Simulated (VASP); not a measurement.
The system is PbS.

```xyz
4
Lattice="2.1207 -6.1088 0.0000 2.1207 6.1088 0.0000 0.0000 0.0000 4.3633" Properties=species:S:1:pos:R:3 pbc="T T T"
Pb    2.1207    4.5136    1.0908
Pb    2.1207   -4.5136    3.2724
S     2.1207    1.7740    1.0908
S     2.1207   -1.7740    3.2724
```

Base run:

```yaml
Program: VASP 6.6.1
Functional: LDA
Potentials_or_basis: VASP PAW LDA potentials, release 64 (Pb_d, S)
Cutoff: 520 eV
k_mesh: 7 × 7 × 6
Occupations: fermi-dirac, width 0.05 eV
Spin: no spin polarisation
```

Its results: band gap on the k mesh 1.19 eV (least direct gap 1.26 eV); pressure -5.9 GPa; largest force 0.421 eV/Å.

Q: The run is repeated on the same cell with these changes: functional from LDA to r2SCAN; potentials or basis from VASP PAW LDA potentials, release 64 (Pb_d, S) to VASP PAW PBE potentials, release 64 (Pb_d, S). What comes out?

A: Band gap on the k mesh 1.62 eV (least direct gap 1.77 eV); pressure -2.9 GPa; largest force 0.347 eV/Å.

Caveats: spin-orbit coupling is left out, which moves the levels of the heavy elements; an odd mesh through Γ misses points on the zone boundary, where band edges can lie; the cell stands under tension (at least some runs); the PAW data sets were made with another functional, which shifts forces and pressure a little (at least some runs).
